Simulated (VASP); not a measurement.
Be:

```
Be
1.0
     0.00000    2.19000    2.19000
     2.19000    0.00000    2.19000
     2.19000    2.19000    0.00000
Be
2
Direct
  0.00000 0.00000 0.00000
  0.25000 0.25000 0.25000
```

* Program: VASP 6.6.1
* Task: relaxation of cell and atoms
* Functional: PBE
* Potentials or basis: VASP PAW PBE potentials, release 64 (Be)
* Cutoff: 600 eV
* k mesh: 8 × 8 × 8
* Occupations: methfessel-paxton, width 0.1 eV
* Spin: no spin polarisation

At the start: pressure 25.8 GPa; volume 10.50 Å³/atom.

How do energy, volume and symmetry change on relaxing?

Over 4 steps the energy falls by 262.6 meV/atom and the volume is 14.72 Å³/atom (+40.2 %); space group Fd-3m (No. 227, to 0.05 Å).

Step by step:
```
step  energy change (eV)  largest force (eV/Å)  pressure (GPa)  volume (Å³)
   1              0.0000                0.0000           25.83        21.01
   2             -0.4816                0.0000            5.15        26.59
   3             -0.5221                0.0000            1.25        28.67
   4             -0.5252                0.0000            0.07        29.44
```

Final structure:
```yaml
crystal:
  lattice:
    - [0.00000, 2.45083, 2.45083]
    - [2.45083, 0.00000, 2.45083]
    - [2.45083, 2.45083, 0.00000]
  atoms:
    - { symbol: Be, position: [0.00000, 0.00000, 0.00000] }
    - { symbol: Be, position: [0.25000, 0.25000, 0.25000] }
```

Caveat: the volume moved by over 15 % at a fixed basis, so the end points are rough.
